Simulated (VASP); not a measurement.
Write the native input for VASP 6.6.1 that does the following.

| Item | Value |
| --- | --- |
| Task | single point |
| Functional | PBE |
| Potentials or basis | VASP PAW PBE potentials, release 64 (Hf_pv) |
| Cutoff | 520 eV |
| k mesh | 13 × 13 × 13 |
| Occupations | tetrahedron |
| Spin | no spin polarisation |
| Dipole correction | no |
| Further INCAR settings | ALGO = Normal; EDIFF = 1e-06; NBANDS = 11 |

The structure of Hf lies in POSCAR:

```
Hf
1.0
    0.0000000000      2.2200000000      2.2200000000
    2.2200000000      0.0000000000      2.2200000000
    2.2200000000      2.2200000000      0.0000000000
Hf
1
Direct
    0.0000000000      0.0000000000      0.0000000000
```

These files were run (other wordings do the same):

INCAR

```
SYSTEM = Hf
PREC = Accurate ; ENCUT = 520
EDIFF = 1E-6 ; ISMEAR = -5
SIGMA = 0.1 ; LREAL = .False.
LASPH = .True. ; NELM = 60
ALGO = Normal ; ISIF = 2
LWAVE = .False. ; LCHARG = .False.
GGA = PE ; NBANDS = 11
```

KPOINTS

```
regular mesh
0
Gamma
  13 13 13
  0 0 0
```

Potentials or basis: VASP PAW PBE potentials, release 64 (Hf_pv).

Launch:

```console
$ cat potpaw_PBE.64/Hf_pv/POTCAR > POTCAR
$ mpirun -np 1 vasp_std > vasp.out
```

It gave:

```
Pressure               : 2.9 GPa
Band gap on the k mesh : zero (band 5 reaches 6.31 eV, above the bottom of band 6 at 4.33 eV)
```

Caveat: spin-orbit coupling is left out, which moves the levels of the heavy elements; tetrahedron occupations give inexact forces and stress in metals.

Wall time 9.2 s on 1 thread of AMD EPYC 9R45 96-Core Processor (Zen 5) (shared host), peak memory 0.12 GiB.
